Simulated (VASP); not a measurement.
KZnF3, 5 atoms in the cell. Symmetry: P4/mmm, No. 123, tetragonal system. Conventional cell: a = 3.848 Å, b = 3.848 Å, c = 3.949 Å, α = 90.00°, β = 90.00°, γ = 90.00°. Within 3.6 Å of K (site symmetry 4/mmm) lie 12 F at 2.72 to 2.76 Å and 8 Zn at 3.36 Å. Within 2.6 Å of Zn (site symmetry 4/mmm) lie 6 F at 1.92 to 1.97 Å. Within 2.6 Å of F (site symmetry 4/mmm) lie 2 Zn at 1.97 Å. Within 2.6 Å of F (site symmetry mmm) lie 2 Zn at 1.92 Å.  This cell differs from its parent crystal: strain -0.050 along x and y, -0.025 along z.

- Program: VASP 6.6.1
- Task: single point
- Functional: PBE
- Potentials or basis: VASP PAW PBE potentials, release 64 (K_sv, Zn, F)
- Cutoff: 520 eV
- k mesh: 6 × 6 × 6
- Occupations: gaussian, width 0.05 eV
- Spin: no spin polarisation
- Dipole correction: no
- Further INCAR settings: ALGO = Normal; EDIFF = 1e-06; NBANDS = 29

Potentials or basis: VASP PAW PBE potentials, release 64 (K_sv, Zn, F).

Command:

```bash
$ cat potpaw_PBE.64/K_sv/POTCAR potpaw_PBE.64/Zn/POTCAR potpaw_PBE.64/F/POTCAR > POTCAR
$ mpirun -np 1 vasp_std > vasp.out
```

Hardware: 1 thread of Intel(R) Xeon(R) 6975P-C (Granite Rapids), with other jobs on the host.

Problem. How long does it take, and how much memory?

Solution. Run time: 35 s on 1 thread of Intel(R) Xeon(R) 6975P-C (Granite Rapids), on a shared host, peak memory 0.21 GiB. Counts: scf iterations 15, k points 40.
